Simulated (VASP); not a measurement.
# CdS (Hawleyite) in VASP: further runs, part 2 of 2

VASP 6.6.1.

## Step 3: Single point, r2SCAN (in-plane strain -0.02)

File POSCAR:

```
CdS
1.0
    2.8804887494      2.8804887494      0.0000000000
   -2.8804887494      2.8804887494      0.0000000000
    0.0000000000      2.8804887494      2.9745455249
Cd S
1 1
Direct
    0.0000000000      0.0000000000      0.0000000000
    0.7500000000      0.2500000000      0.5000000000
```

File INCAR.step1:

```
PREC = Accurate ; ENCUT = 520
ISMEAR = 0 ; SIGMA = 0.01
LREAL = F ; LASPH = T
NELM = 60 ; NBANDS = 16
GGA = PE ; ALGO = Normal
EDIFF = 1E-4 ; LWAVE = T
LCHARG = F
```

File INCAR.step2:

```
PREC = Accurate ; ENCUT = 520
EDIFF = 1E-7 ; ISMEAR = 0
SIGMA = 0.01 ; LREAL = F
LASPH = T ; NELM = 60
ALGO = Normal ; ISIF = 2
LWAVE = F ; LCHARG = F
METAGGA = R2SCAN ; LMIXTAU = T
NBANDS = 16 ; ISTART = 1
```

File KPOINTS:

```
regular mesh
0
Gamma
  8 8 8
```

Potentials or basis: VASP PAW PBE potentials, release 64 (Cd, S).

Launch:

```console
cat potpaw_PBE.64/Cd/POTCAR potpaw_PBE.64/S/POTCAR > POTCAR
cp INCAR.step1 INCAR
mpirun -np 1 vasp_std > vasp.out
cp INCAR.step2 INCAR
mpirun -np 1 vasp_std > vasp.out
```

OUTCAR:

```text
PREC = Accurate
   ENCUT = 520
   EDIFF = 1E-7
   ISMEAR = 0
   LREAL = F
   LASPH = T
   NELM = 60
   ISIF = 2
   METAGGA = R2SCAN
   ISTART = 1

 ion  position               nearest neighbor table
   1  0.000  0.000  0.000-   2 2.52   2 2.52   2 2.52   2 2.52
   2  0.750  0.250  0.500-   1 2.52   1 2.52   1 2.52   1 2.52

  LATTYP: Found a body centered tetragonal cell.
 ALAT       =     4.0736262557
 C/A-ratio  =     1.4603919644

  Lattice vectors:

 A1 = (   2.8804887494,   0.0000000000,  -2.9745455249)
 A2 = (  -2.8804887494,   0.0000000000,  -2.9745455249)
 A3 = (   0.0000000000,   2.8804887494,   2.9745455249)

Analysis of symmetry for initial positions (statically):
=====================================================================
 Subroutine PRICEL returns:
 Original cell was already a primitive cell.

 Routine SETGRP: Setting up the symmetry group for a
 body centered tetragonal supercell.

 Subroutine GETGRP returns: Found  8 space group operations
 (whereof  8 operations were pure point group operations)
 out of a pool of 16 trial point group operations.

The static configuration has the point symmetry D_2d.

Analysis of symmetry for dynamics (positions and initial velocities):
=====================================================================
 Subroutine PRICEL returns:
 Original cell was already a primitive cell.

 Routine SETGRP: Setting up the symmetry group for a
 body centered tetragonal supercell.

 Subroutine GETGRP returns: Found  8 space group operations
 (whereof  8 operations were pure point group operations)
 out of a pool of 16 trial point group operations.

The dynamic configuration has the point symmetry D_2d.

 Subroutine INISYM returns: Found  8 space group operations
 (whereof  8 operations are pure point group operations),
 and found     1 'primitive' translations

----------------------------------------------------------------------------------------

                                     Primitive cell

  volume of cell :      49.3609

  direct lattice vectors                    reciprocal lattice vectors
     2.880488749  2.880488749  0.000000000     0.173581653  0.173581653 -0.168092906
    -2.880488749  2.880488749  0.000000000    -0.173581653  0.173581653 -0.168092906
     0.000000000  2.880488749  2.974545525     0.000000000  0.000000000  0.336185811

  length of vectors
     4.073626256  4.073626256  4.140668607     0.297517068  0.297517068  0.336185811

  position of ions in fractional coordinates (direct lattice)
     0.000000000  0.000000000  0.000000000
     0.750000000  0.250000000  0.500000000

  ion indices of the primitive-cell ions
   primitive index   ion index
                 1           1
                 2           2

----------------------------------------------------------------------------------------

 KPOINTS: regular mesh

Automatic generation of k-mesh.
 Grid dimensions read from file:
 generate k-points for:    8    8    8

 Generating k-lattice:

  Cartesian coordinates                     Fractional coordinates (reciprocal lattice)
     0.021697707  0.021697707 -0.021011613     0.125000000  0.000000000  0.000000000
    -0.021697707  0.021697707 -0.021011613     0.000000000  0.125000000  0.000000000
     0.000000000  0.000000000  0.042023226     0.000000000  0.000000000  0.125000000

  Length of vectors
     0.037189634  0.037189634  0.042023226

  Shift w.r.t. Gamma in fractional coordinates (k-lattice)
     0.000000000  0.000000000  0.000000000

 Subroutine IBZKPT returns following result:
 ===========================================

 Found     59 irreducible k-points:

 Following reciprocal coordinates:
            Coordinates               Weight
  0.000000  0.000000  0.000000      1.000000
  0.125000  0.000000  0.000000      8.000000
  0.250000  0.000000  0.000000      8.000000
  0.375000  0.000000  0.000000      8.000000
  0.500000  0.000000  0.000000      4.000000
  0.125000  0.125000  0.000000      8.000000
[... 16 lines left out ...]
  0.250000  0.000000  0.125000      4.000000
  0.375000  0.000000  0.125000      8.000000
 [... further k-points ...]
   k-points           NKPTS =     59   k-points in BZ     NKDIM =     59   number of bands    NBANDS=     16
   number of dos      NEDOS =    301   number of ions     NIONS =      2
   total plane-waves  NPLWV =  28800
   dimension x,y,z NGX =    30 NGY =   30 NGZ =   32
   dimension x,y,z NGXF=    60 NGYF=   60 NGZF=   64
   ions per type =               1   1
   NGX,Y,Z   is equivalent  to a cutoff of  12.24, 12.24, 12.85 a.u.
   NGXF,Y,Z  is equivalent  to a cutoff of  24.49, 24.49, 25.70 a.u.
 SYSTEM =  unknown system
   PREC   = accura    normal or accurate (medium, high low for compatibility)
   ISTART =      1    job   : 0-new  1-cont  2-samecut
   ICHARG =      0    charge: 1-file 2-atom 10-const
   ISPIN  =      1    spin polarized calculation?
   LNONCOLLINEAR =      F non collinear calculations
   LSORBIT =      F    spin-orbit coupling
   LASPH  =      T    aspherical Exc in radial PAW
   ENCUT  =  520.0 eV  38.22 Ry    6.18 a.u.   7.57  7.57  7.70*2*pi/ulx,y,z
   NELM   =     60;   NELMIN=  2; NELMDL=  0     # of ELM steps
   EDIFF  = 0.1E-06   stopping-criterion for ELM
   LREAL  =      F    real-space projection
   EDIFFG = 0.1E-05   stopping-criterion for IOM
   NSW    =      0    number of steps for IOM
   IBRION =     -1    ionic relax: 0-MD 1-quasi-New 2-CG
   NFREE  =      0    steps in history (QN), initial steepest desc. (CG)
   ISIF   =      2    stress and relaxation
   ISYM   =      2    0-nonsym 1-usesym 2-fastsym
   POTIM  = 0.5000    time-step for ionic-motion
   TEBEG  =    0.0;   TEEND  =   0.0 temperature during run
   PSTRESS=    0.0 pullay stress
   NELECT =      18.0000    total number of electrons
   NUPDOWN=      -1.0000    fix difference up-down
   EMIN   =  10.00;   EMAX   =-10.00  energy-range for DOS
   EFERMI =   0.00;   METHOD = LEGACY
   ISMEAR =     0;   SIGMA  =   0.01  broadening in eV -4-tet -1-fermi 0-gaus
   EFERMI_NEDOS =   21; number of points for ismear=-14 and -15
   IALGO  =     38    algorithm
   IMIX   =      4    mixing-type and parameters
     AMIX     =   0.40;   BMIX     =  1.00
     AMIX_MAG =   1.60;   BMIX_MAG =  1.00
  volume/ion in A,a.u.               =      24.68       166.55
  Fermi-wavevector in a.u.,A,eV,Ry     =   1.169602  2.210227 18.612338  1.367968
  Thomas-Fermi vector in A             =   2.306072
   LORBIT       =      0    0 simple, 1 ext, 2 COOP (PROOUT), +10 PAW based schemes
   METAGGA = R2SCAN    functional components
   LHFCALC =     F    Hartree Fock is set to
   AEXX    =    0.0000 exact exchange contribution
   IVDW    =     0    specifies the selected vdW correction
   LEPSILON=     F    determine dielectric tensor
   LRPA    =     F    only Hartree local field effects (RPA)
 non-spin polarized calculation
 Gauss-broadening in eV      SIGMA  =   0.01
  energy-cutoff  :      520.00
  volume of cell :       49.36
 maximum number of plane-waves:      1347
   NGX = 15   NGY = 15   NGZ = 15

 number of electron      18.0000002 magnetization

 Free energy of the ion-electron system (eV)
  ---------------------------------------------------
  ext. energy  EPLUGINS =         0.00000000
  ---------------------------------------------------
  free energy    TOTEN  =       -29.67326543 eV

  energy without entropy =      -29.67326543  energy(sigma->0) =      -29.67326543

 E-fermi :   1.2523     XC(G=0):  -9.7604

 val. band max:        1.1283128169   @ k =   0.0000   0.0000   0.0000
 cond. band min:       2.6967159570   @ k =   0.0000   0.0000   0.0000
 fundamental gap:      1.5684031401
 Fermi energy:         1.2522930432

 k-point     1 :       0.0000    0.0000    0.0000
  band No.  band energies     occupation
      1     -11.8123      2.00000
      2      -6.9050      2.00000
      3      -6.8839      2.00000
      4      -6.8839      2.00000
      5      -6.3764      2.00000
      6      -6.3649      2.00000
[... 8 lines left out ...]
     15      13.1298      0.00000
     16      13.3444      0.00000
[... 419 lines left out ...]
 k-point    24 :       0.3750    0.0000    0.1250
  band No.  band energies     occupation
      1     -11.4995      2.00000
      2      -6.7777      2.00000
      3      -6.7752      2.00000
      4      -6.5054      2.00000
      5      -6.3845      2.00000
      6      -6.2963      2.00000
[... 8 lines left out ...]
     15      13.3239      0.00000
     16      13.8643      0.00000

 [... further k-points ...]

------------------------ aborting loop because EDIFF is reached ----------------------------------------

  FORCE on cell =-STRESS in cart. coord.  units (eV):
  Direction    XX          YY          ZZ          XY          YZ          ZX
  --------------------------------------------------------------------------------------
  -------------------------------------------------------------------------------------
  Total        0.7126327      0.7126327      0.5372352      0.0000000     -0.0000000     -0.0000000
  in kB       23.1309430     23.1309430     17.4378151      0.0000000     -0.0000000     -0.0000000
  external PRESSURE =      21.2332337 kB  Pullay stress =       0.0000000 kB

 VOLUME and BASIS-vectors are now :
 -----------------------------------------------------------------------------
  energy-cutoff  :      520.00
  volume of cell :       49.36
      direct lattice vectors                 reciprocal lattice vectors
     2.880488749  2.880488749  0.000000000     0.173581653  0.173581653 -0.168092906
    -2.880488749  2.880488749  0.000000000    -0.173581653  0.173581653 -0.168092906
     0.000000000  2.880488749  2.974545525     0.000000000  0.000000000  0.336185811

 POSITION                                       TOTAL-FORCE (eV/Angst)
 -----------------------------------------------------------------------------------
      0.00000      0.00000      0.00000        -0.000000     -0.000000      0.000000
      1.44024      4.32073      1.48727         0.000000      0.000000      0.000000
 -----------------------------------------------------------------------------------
    total drift:                                0.000111     -0.000000      0.000000

  FREE ENERGIE OF THE ION-ELECTRON SYSTEM (eV)
  ---------------------------------------------------
  free  energy   TOTEN  =       -29.6732654300 eV

  energy  without entropy=      -29.6732654300  energy(sigma->0) =      -29.67326543
```

OUTCAR.step1:

```text
PREC = Accurate
   ENCUT = 520
   ISMEAR = 0
   LREAL = F
   LASPH = T
[... 677 lines left out ...]
 -----------------------------------------------------------------------------------
      0.00000      0.00000      0.00000         0.000000      0.000000      0.000000
      1.44024      4.32073      1.48727        -0.000000     -0.000000      0.000000
 -----------------------------------------------------------------------------------
    total drift:                               -0.000003      0.000000     -0.000000

  FREE ENERGIE OF THE ION-ELECTRON SYSTEM (eV)
  ---------------------------------------------------
  free  energy   TOTEN  =        -6.1141065888 eV

  energy  without entropy=       -6.1141065888  energy(sigma->0) =       -6.11410659
```

Run time: 86 s. Hardware: 1 thread of Intel Xeon 6975P-C (Granite Rapids), shared host; peak memory 0.2 GiB.

What came out:

```
Free energy            : -29.6733 eV
Pressure               : 2.1 GPa
Band gap on the k mesh : 1.57 eV, direct
```

Stress tensor (GPa, compression positive):
```
2.31 0.00 0.00
0.00 2.31 0.00
0.00 0.00 1.74
```

Caveat: the cell differs from its parent crystal (in-plane strain -0.02); the PAW data sets were made with another functional, which shifts forces and pressure a little.

## Step 4: Single point, r2SCAN (in-plane strain -0.02, then relaxed in part)

POSCAR, as its differences from that of step 3:

```diff
@@ -4,3 +4,3 @@
    -2.8804887494      2.8804887494      0.0000000000
-    0.0000000000      2.8804887494      2.9745455249
+    0.0000000000      2.8804887494      3.0234728735
 Cd S
```

File INCAR.step1:

```
PREC = Accurate
ENCUT = 520
ISMEAR = 0
SIGMA = 0.01
LREAL = F
LASPH = T
NELM = 60
NBANDS = 16
GGA = PE
ALGO = Normal
EDIFF = 1E-4
LWAVE = T
LCHARG = F
```

File INCAR.step2:

```
PREC = Accurate
ENCUT = 520
EDIFF = 1E-6
ISMEAR = 0
SIGMA = 0.01
LREAL = F
LASPH = T
NELM = 60
ALGO = Normal
ISIF = 2
LWAVE = F
LCHARG = T
METAGGA = R2SCAN
LMIXTAU = T
LELF = T
LVHAR = T
NBANDS = 16
ISTART = 1
```

KPOINTS is that of step 3.

Launch:

```console
cat potpaw_PBE.64/Cd/POTCAR potpaw_PBE.64/S/POTCAR > POTCAR
cp INCAR.step1 INCAR
mpirun -np 1 vasp_std > vasp.out
cp INCAR.step2 INCAR
mpirun -np 1 vasp_std > vasp.out
```

Wall time 77 s (1 thread of Intel Xeon 6975P-C (Granite Rapids), shared host); peak memory 0.2 GiB.

It converged, with:

| Item | Value |
| --- | --- |
| Free energy | -29.6787 eV |
| Pressure | 1.0 GPa |
| Band gap on the k mesh | 1.51 eV, direct |

Stress tensor (GPa, compression positive):
```
1.30 0.00 0.00
0.00 1.30 0.00
0.00 0.00 0.34
```

Levels at points of the mesh, in eV from the valence-band top:
```
           k point  band 7  band 8  band 9  band 10  band 11  band 12
(0.00, 0.00, 0.00)   -0.16    0.00    0.00     1.51     7.04     7.04
(0.50, 0.00, 0.00)   -4.44   -0.90   -0.70     3.38     7.26     7.63
(0.50, 0.50, 0.00)   -3.87   -2.04   -1.95     3.75     4.55     9.86
(0.00, 0.00, 0.50)   -4.17   -1.80   -1.80     3.95     4.98     9.35
```

Caveat: the cell differs from its parent crystal (in-plane strain -0.02, then relaxed in part); the PAW data sets were made with another functional, which shifts forces and pressure a little.

## Step 5: Overview

```csv
cell,gap on the mesh (eV),pressure (GPa)
"a = 4.157 Å, angles 60.0, 60.0, 90.0°, 2 atoms",1.54,0.3
"a = 4.074, b = 4.074, c = 4.141 Å, angles 60.5, 60.5, 90.0°, 2 atoms",1.57,2.1
"a = 4.074, b = 4.074, c = 4.176 Å, angles 60.8, 60.8, 90.0°, 2 atoms",1.51,1.0
```

Alike in all rows: task single point; level r2SCAN; potentials or basis VASP PAW PBE potentials, release 64 (Cd, S); no spin polarisation; k mesh 8 × 8 × 8; cutoff (eV) 520; smearing gaussian 0.01 eV.

Caveats: the PAW data sets were made with another functional, which shifts forces and pressure a little.

Total energies depend on the potentials used, so only differences within one code and one set of settings carry meaning.
